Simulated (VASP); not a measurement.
# Ba2NbSnTe6 (C2/m) in VASP: single point with r2SCAN

Aim: the single point of Ba2NbSnTe6 with r2SCAN.

All numbers are computed with VASP 6.6.1; they aren't measurements. Logs are shortened: lines on timing, memory, paths and dates and some standing lists are left out, and cuts for length are marked.

**1. The cell of the first run**

The structure is monoclinic, space group C2/m (No. 12). Conventional cell: a = 13.892 Å, b = 7.033 Å, c = 8.975 Å, α = 90.00°, β = 124.91°, γ = 90.00°. Within 5.0 Å of Ba (site symmetry m) lie 11 Te at 3.50 to 4.94 Å and 2 Nb at 4.40 Å and 3 Sn at 4.67 to 4.84 Å. Within 4.1 Å of Sn (site symmetry 2/m) lie 6 Te at 3.09 to 3.12 Å. Within 3.7 Å of Nb (site symmetry 2/m) lie 6 Te at 2.78 to 2.88 Å. Te (site symmetry m) has 1 Nb at 2.88 Å and 1 Sn at 3.09 Å and 3 Ba at 3.50 to 3.58 Å and 6 Te at 3.94 to 4.22 Å within 4.3 Å. Within 4.3 Å of Te (site symmetry 1) lie 1 Nb at 2.78 Å and 1 Sn at 3.12 Å and 7 Te at 3.45 to 4.25 Å and 3 Ba at 3.51 to 4.09 Å.

**2. Single point, r2SCAN**

The input, POSCAR:

```
Ba2NbSnTe6
1.0
    2.0763640128      3.5165749852      7.2887709026
    2.0763640128     -3.5165749852      7.2887709026
    4.8652425343      0.0000000000     -7.5417415794
Ba Sn Nb Te
2 1 1 6
Direct
    0.2297517705      0.2297517705      0.7091947672
    0.7702482295      0.7702482295      0.2908052328
    0.0000000000      0.0000000000      0.0000000000
    0.5000000000      0.5000000000      0.5000000000
    0.2662515254      0.2662515254      0.3631980321
    0.7337484746      0.7337484746      0.6368019679
    0.3100183571      0.8190244640      0.7937799453
    0.1809755360      0.6899816429      0.2062200547
    0.6899816429      0.1809755360      0.2062200547
    0.8190244640      0.3100183571      0.7937799453
```

The input, INCAR.step1:

```
PREC     = Accurate       # precision mode
ENCUT    = 520            # plane-wave cutoff, eV
ISMEAR   = 1              # smearing method
SIGMA    = 0.2054         # smearing width, eV
LREAL    = F              # projectors in reciprocal space
LASPH    = T              # aspherical terms in the spheres
NELM     = 80             # most SCF steps
NBANDS   = 52             # bands
GGA      = PE             # functional
ALGO     = Normal         # electronic algorithm
EDIFF    = 1E-4           # SCF threshold, eV
LWAVE    = T              # write WAVECAR
LCHARG   = F              # write CHGCAR
```

The input, INCAR.step2:

```
PREC     = Accurate       # precision mode
ENCUT    = 520            # plane-wave cutoff, eV
EDIFF    = 1E-7           # SCF threshold, eV
ISMEAR   = 1              # smearing method
SIGMA    = 0.2054         # smearing width, eV
LREAL    = F              # projectors in reciprocal space
LASPH    = T              # aspherical terms in the spheres
NELM     = 80             # most SCF steps
ALGO     = Normal         # electronic algorithm
ISIF     = 2              # what is computed and relaxed
LWAVE    = F              # write WAVECAR
LCHARG   = T              # write CHGCAR
METAGGA  = R2SCAN         # meta-GGA
LMIXTAU  = T            
LELF     = T              # ELF
LVHAR    = T            
NBANDS   = 52             # bands
ISTART   = 1
```

The input, KPOINTS:

```
Automatic mesh
0
Gamma
  3 3 3
```

Potentials or basis: VASP PAW PBE potentials, release 64 (Ba_sv, Sn_d, Nb_sv, Te).

On the command line:

```console
> cat potpaw_PBE.64/Ba_sv/POTCAR potpaw_PBE.64/Sn_d/POTCAR potpaw_PBE.64/Nb_sv/POTCAR potpaw_PBE.64/Te/POTCAR > POTCAR
> cp INCAR.step1 INCAR
> mpirun -np 1 vasp_std > vasp.out
> cp INCAR.step2 INCAR
> mpirun -np 1 vasp_std > vasp.out
```

OUTCAR:

```text
PREC = Accurate
   ENCUT = 520
   EDIFF = 1E-7
   ISMEAR = 1
   LREAL = F
   LASPH = T
   NELM = 80
   ISIF = 2
   METAGGA = R2SCAN
   ISTART = 1

 ion  position               nearest neighbor table
   1  0.230  0.230  0.709-   5 3.50   7 3.51  10 3.51   6 3.58   6 3.58   9 3.80   8 3.80   8 4.09
                             9 4.09
   2  0.770  0.770  0.291-   6 3.50   8 3.51   9 3.51   5 3.58   5 3.58   7 3.80  10 3.80  10 4.09
                             7 4.09
   3  0.000  0.000  0.000-   5 3.09   6 3.09   7 3.12   8 3.12   9 3.12  10 3.12
   4  0.500  0.500  0.500-   7 2.78   8 2.78   9 2.78  10 2.78   5 2.88   6 2.88
   5  0.266  0.266  0.363-   4 2.88   3 3.09   1 3.50   2 3.58   2 3.58
   6  0.734  0.734  0.637-   4 2.88   3 3.09   2 3.50   1 3.58   1 3.58
   7  0.310  0.819  0.794-   4 2.78   3 3.12  10 3.45   1 3.51  10 3.58   2 3.80   2 4.09
   8  0.181  0.690  0.206-   4 2.78   3 3.12   9 3.45   2 3.51   9 3.58   1 3.80   1 4.09
   9  0.690  0.181  0.206-   4 2.78   3 3.12   8 3.45   2 3.51   8 3.58   1 3.80   1 4.09
  10  0.819  0.310  0.794-   4 2.78   3 3.12   7 3.45   1 3.51   7 3.58   2 3.80   2 4.09

  Warning from LATTYP: Got some problem with cell dimensions!
  Tried to take original basis but could not verify dimensions!
  LATTYP: Found a base centered monoclinic cell.
 ALAT       =    13.8924289623
 B/A-ratio  =     0.5062577602
 C/A-ratio  =     0.6460266169
 COS(beta)  =    -0.5723390818

  Lattice vectors:

 A1 = (  -6.9416065471,  -3.5165749852,   0.2529706768)
 A2 = (  -6.9416065471,   3.5165749852,   0.2529706768)
 A3 = (   4.8652425343,   0.0000000000,  -7.5417415794)

Analysis of symmetry for initial positions (statically):
=====================================================================
 Subroutine PRICEL returns:
 Original cell was already a primitive cell.

 Routine SETGRP: Setting up the symmetry group for a
 base centered monoclinic supercell.

 Subroutine GETGRP returns: Found  4 space group operations
 (whereof  4 operations were pure point group operations)
 out of a pool of  4 trial point group operations.

The static configuration has the point symmetry C_2h.

Analysis of symmetry for dynamics (positions and initial velocities):
=====================================================================
 Subroutine PRICEL returns:
 Original cell was already a primitive cell.

 Routine SETGRP: Setting up the symmetry group for a
 base centered monoclinic supercell.

 Subroutine GETGRP returns: Found  4 space group operations
 (whereof  4 operations were pure point group operations)
 out of a pool of  4 trial point group operations.

The dynamic configuration has the point symmetry C_2h.

 Subroutine INISYM returns: Found  4 space group operations
 (whereof  4 operations are pure point group operations),
 and found     1 'primitive' translations

----------------------------------------------------------------------------------------

                                     Primitive cell

  volume of cell :     359.5419

  direct lattice vectors                    reciprocal lattice vectors
     2.076364013  3.516574985  7.288770903     0.073763579  0.142183802  0.047585521
     2.076364013 -3.516574985  7.288770903     0.073763579 -0.142183802  0.047585521
     4.865242534  0.000000000 -7.541741579     0.142578692  0.000000000 -0.040616624

  length of vectors
     8.354864955  8.354864955  8.974878883     0.167097818  0.167097818  0.148251117

  position of ions in fractional coordinates (direct lattice)
     0.229751771  0.229751771  0.709194767
     0.770248229  0.770248229  0.290805233
     0.000000000  0.000000000  0.000000000
     0.500000000  0.500000000  0.500000000
     0.266251525  0.266251525  0.363198032
     0.733748475  0.733748475  0.636801968
     0.310018357  0.819024464  0.793779945
     0.180975536  0.689981643  0.206220055
     0.689981643  0.180975536  0.206220055
     0.819024464  0.310018357  0.793779945

  ion indices of the primitive-cell ions
   primitive index   ion index
                 1           1
                 2           2
                 3           3
                 4           4
                 5           5
                 6           6
                 7           7
                 8           8
                 9           9
                10          10

----------------------------------------------------------------------------------------

 KPOINTS: Automatic mesh

Automatic generation of k-mesh.
 Grid dimensions read from file:
 generate k-points for:    3    3    3

 Generating k-lattice:

  Cartesian coordinates                     Fractional coordinates (reciprocal lattice)
     0.024587860  0.047394601  0.015861840     0.333333333  0.000000000  0.000000000
     0.024587860 -0.047394601  0.015861840     0.000000000  0.333333333  0.000000000
     0.047526231  0.000000000 -0.013538875     0.000000000  0.000000000  0.333333333

  Length of vectors
     0.055699273  0.055699273  0.049417039

  Shift w.r.t. Gamma in fractional coordinates (k-lattice)
     0.000000000  0.000000000  0.000000000

 Subroutine IBZKPT returns following result:
 ===========================================

 Found     10 irreducible k-points:

 Following reciprocal coordinates:
            Coordinates               Weight
  0.000000  0.000000  0.000000      1.000000
  0.333333 -0.000000 -0.000000      4.000000
  0.333333  0.333333 -0.000000      2.000000
 -0.333333  0.333333  0.000000      2.000000
  0.000000  0.000000  0.333333      2.000000
  0.333333 -0.000000  0.333333      4.000000
 -0.333333  0.000000  0.333333      4.000000
  0.333333  0.333333  0.333333      2.000000
 -0.333333  0.333333  0.333333      4.000000
 -0.333333 -0.333333  0.333333      2.000000
   k-points           NKPTS =     10   k-points in BZ     NKDIM =     10   number of bands    NBANDS=     52
   number of dos      NEDOS =    301   number of ions     NIONS =     10
   total plane-waves  NPLWV = 286720
   dimension x,y,z NGX =    64 NGY =   64 NGZ =   70
   dimension x,y,z NGXF=   128 NGYF=  128 NGZF=  140
   ions per type =               2   1   1   6
   NGX,Y,Z   is equivalent  to a cutoff of  12.73, 12.73, 12.97 a.u.
   NGXF,Y,Z  is equivalent  to a cutoff of  25.47, 25.47, 25.93 a.u.
 SYSTEM =  unknown system
   PREC   = accura    normal or accurate (medium, high low for compatibility)
   ISTART =      1    job   : 0-new  1-cont  2-samecut
   ICHARG =      0    charge: 1-file 2-atom 10-const
   ISPIN  =      1    spin polarized calculation?
   LNONCOLLINEAR =      F non collinear calculations
   LSORBIT =      F    spin-orbit coupling
   LASPH  =      T    aspherical Exc in radial PAW
   ENCUT  =  520.0 eV  38.22 Ry    6.18 a.u.  15.53 15.53 16.69*2*pi/ulx,y,z
   NELM   =     80;   NELMIN=  2; NELMDL=  0     # of ELM steps
   EDIFF  = 0.1E-06   stopping-criterion for ELM
   LREAL  =      F    real-space projection
   EDIFFG = 0.1E-05   stopping-criterion for IOM
   NSW    =      0    number of steps for IOM
   IBRION =     -1    ionic relax: 0-MD 1-quasi-New 2-CG
   NFREE  =      0    steps in history (QN), initial steepest desc. (CG)
   ISIF   =      2    stress and relaxation
   ISYM   =      2    0-nonsym 1-usesym 2-fastsym
   POTIM  = 0.5000    time-step for ionic-motion
   TEBEG  =    0.0;   TEEND  =   0.0 temperature during run
   PSTRESS=    0.0 pullay stress
   NELECT =      83.0000    total number of electrons
   NUPDOWN=      -1.0000    fix difference up-down
   EMIN   =  10.00;   EMAX   =-10.00  energy-range for DOS
   EFERMI =   0.00;   METHOD = LEGACY
   ISMEAR =     1;   SIGMA  =   0.21  broadening in eV -4-tet -1-fermi 0-gaus
   EFERMI_NEDOS =   21; number of points for ismear=-14 and -15
   IALGO  =     38    algorithm
   IMIX   =      4    mixing-type and parameters
     AMIX     =   0.40;   BMIX     =  1.00
     AMIX_MAG =   1.60;   BMIX_MAG =  1.00
  volume/ion in A,a.u.               =      35.95       242.63
  Fermi-wavevector in a.u.,A,eV,Ry     =   1.004271  1.897797 13.722301  1.008561
  Thomas-Fermi vector in A             =   2.136876
   LORBIT       =      0    0 simple, 1 ext, 2 COOP (PROOUT), +10 PAW based schemes
   METAGGA = R2SCAN    functional components
   LHFCALC =     F    Hartree Fock is set to
   AEXX    =    0.0000 exact exchange contribution
   IVDW    =     0    specifies the selected vdW correction
   LEPSILON=     F    determine dielectric tensor
   LRPA    =     F    only Hartree local field effects (RPA)
 non-spin polarized calculation
 Methfessel and Paxton  Order N= 1 SIGMA  =   0.21
  energy-cutoff  :      520.00
  volume of cell :      359.54
 maximum number of plane-waves:      9699
 NGX is ok and might be reduce to    64
   NGX = 31   NGY = 31   NGZ = 33

 number of electron      83.0000002 magnetization

 Free energy of the ion-electron system (eV)
  ---------------------------------------------------
  ext. energy  EPLUGINS =         0.00000000
  ---------------------------------------------------
  free energy    TOTEN  =      -263.70893470 eV

  energy without entropy =     -263.71707690  energy(sigma->0) =     -263.71164876

 E-fermi :   4.8160     XC(G=0):  -9.3098

 val. band max:        4.7099853066   @ k =   0.0000   0.0000   0.3333
 cond. band min:       4.8181699133   @ k =   0.3333   0.3333  -0.0000
 fundamental gap:      0.1081846067
 Fermi energy:         4.8159526924

 k-point     1 :       0.0000    0.0000    0.0000
  band No.  band energies     occupation
      1     -53.1972      2.00000
      2     -28.5364      2.00000
      3     -28.5197      2.00000
      4     -28.5001      2.00000
      5     -24.3166      2.00000
      6     -24.3138      2.00000
[... 44 lines left out ...]
     51       8.0993     -0.00000
     52       8.1856     -0.00000
[... 493 lines left out ...]
     51       7.9344     -0.00000
     52       8.0920     -0.00000

------------------------ aborting loop because EDIFF is reached ----------------------------------------

  FORCE on cell =-STRESS in cart. coord.  units (eV):
  Direction    XX          YY          ZZ          XY          YZ          ZX
  --------------------------------------------------------------------------------------
  -------------------------------------------------------------------------------------
  Total        0.2284199      0.4139596      0.4173981      0.0000000      0.0000000     -0.0043160
  in kB        1.0178761      1.8446714      1.8599940      0.0000000      0.0000000     -0.0192330
  external PRESSURE =       1.5741805 kB  Pullay stress =       0.0000000 kB

 VOLUME and BASIS-vectors are now :
 -----------------------------------------------------------------------------
  energy-cutoff  :      520.00
  volume of cell :      359.54
      direct lattice vectors                 reciprocal lattice vectors
     2.076364013  3.516574985  7.288770903     0.073763579  0.142183802  0.047585521
     2.076364013 -3.516574985  7.288770903     0.073763579 -0.142183802  0.047585521
     4.865242534  0.000000000 -7.541741579     0.142578692  0.000000000 -0.040616624

 POSITION                                       TOTAL-FORCE (eV/Angst)
 -----------------------------------------------------------------------------------
      4.40450      0.00000     -1.99935         0.012344      0.000000      0.013406
      4.61347      0.00000      9.03515        -0.012344      0.000000     -0.013406
      0.00000      0.00000      0.00000         0.000000     -0.000000      0.000000
      4.50899      0.00000      3.51790         0.000000     -0.000000      0.000000
      2.87272      0.00000      1.14215        -0.013733      0.000000      0.016450
      6.14525      0.00000      5.89365         0.013733      0.000000     -0.016450
      6.20624     -1.78996      2.24285        -0.010763      0.013940     -0.008792
      2.81173     -1.78996      4.79295         0.010763      0.013940      0.008792
      2.81173      1.78996      4.79295         0.010763     -0.013940      0.008792
      6.20624      1.78996      2.24285        -0.010763     -0.013940     -0.008792
 -----------------------------------------------------------------------------------
    total drift:                               -0.000000      0.000000      0.000000

  FREE ENERGIE OF THE ION-ELECTRON SYSTEM (eV)
  ---------------------------------------------------
  free  energy   TOTEN  =      -263.7089346957 eV

  energy  without entropy=     -263.7170769002  energy(sigma->0) =     -263.71164876
```

It took 25 min on 1 thread of AMD EPYC 7R13 (Zen 3), shared host; peak memory 0.77 GiB.

What came out:

| Item | Value |
| --- | --- |
| Free energy | -263.7089 eV |
| Pressure | 0.2 GPa |
| Largest force | 0.021 eV/Å |
| Band gap on the k mesh | zero (an odd number of electrons rules out a gap without spin polarisation) |

Forces on the atoms (eV/Å):
```
Ba   0.012  0.000  0.013
Ba  -0.012  0.000 -0.013
Sn   0.000  0.000  0.000
Nb   0.000  0.000  0.000
Te  -0.014  0.000  0.016
Te   0.014  0.000 -0.016
Te  -0.011  0.014 -0.009
Te   0.011  0.014  0.009
Te   0.011 -0.014  0.009
Te  -0.011 -0.014 -0.009
```

Caveat: the PAW data sets were made with another functional, which shifts forces and pressure a little; spin-orbit coupling is left out, which moves the levels of the heavy elements; an odd number of electrons without spin polarisation forces a metal; a magnetic or distorted state may lie lower.

The gap in the log of VASP goes by the Fermi energy; the results here count the filled bands.